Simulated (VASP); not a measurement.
Wanted: the native input for a VASP 6.6.1 run.

- Task: single point
- Functional: PBEsol
- Potentials or basis: VASP PAW PBE potentials, release 64 (Au)
- Cutoff: 520 eV
- k mesh: 18 × 18 × 18
- Occupations: fermi-dirac, width 0.08 eV
- Spin: no spin polarisation
- Dipole correction: no
- Further INCAR settings: ALGO = Normal; EDIFF = 1e-06; NBANDS = 12

The structure of Au lies in POSCAR:

```
Au
1.0
    0.0000000000      2.0418101338      2.0418101338
    2.0418101338      0.0000000000      2.0418101338
    2.0418101338      2.0418101338      0.0000000000
Au
1
Direct
    0.0000000000      0.0000000000      0.0000000000
```

The input as run:

INCAR

```
SYSTEM = Au
PREC     = Accurate       ! precision mode
ENCUT    = 520            ! plane-wave cutoff, eV
EDIFF    = 1E-6           ! SCF threshold, eV
ISMEAR   = -1             ! smearing method
SIGMA    = 0.08           ! smearing width, eV
LREAL    = .False.        ! projectors in reciprocal space
LASPH    = .True.         ! aspherical terms in the spheres
NELM     = 80             ! most SCF steps
ALGO     = Normal         ! electronic algorithm
ISIF     = 2              ! what is computed and relaxed
LWAVE    = .False.        ! write WAVECAR
LCHARG   = .True.         ! write CHGCAR
GGA      = PS             ! functional
LELF     = .True.         ! ELF
LVHAR    = .True.       
NBANDS   = 12             ! bands
```

KPOINTS

```
Automatic mesh
0
Gamma
  18 18 18
  0 0 0
```

Potentials or basis: VASP PAW PBE potentials, release 64 (Au).

Launch:

```sh
$ cat potpaw_PBE.64/Au/POTCAR > POTCAR
$ mpirun -np 1 vasp_std > vasp.out
```

Results of the run:

| Property | Result |
| --- | --- |
| Pressure | -0.3 GPa |
| Band gap on the k mesh | zero (an odd number of electrons rules out a gap without spin polarisation) |

Caveat: the PAW data sets were made with another functional, which shifts forces and pressure a little; spin-orbit coupling is left out, which moves the levels of the heavy elements.

Run time: 75 s on 1 thread of AMD EPYC 7R13, with other jobs on the host, peak memory 0.14 GiB.
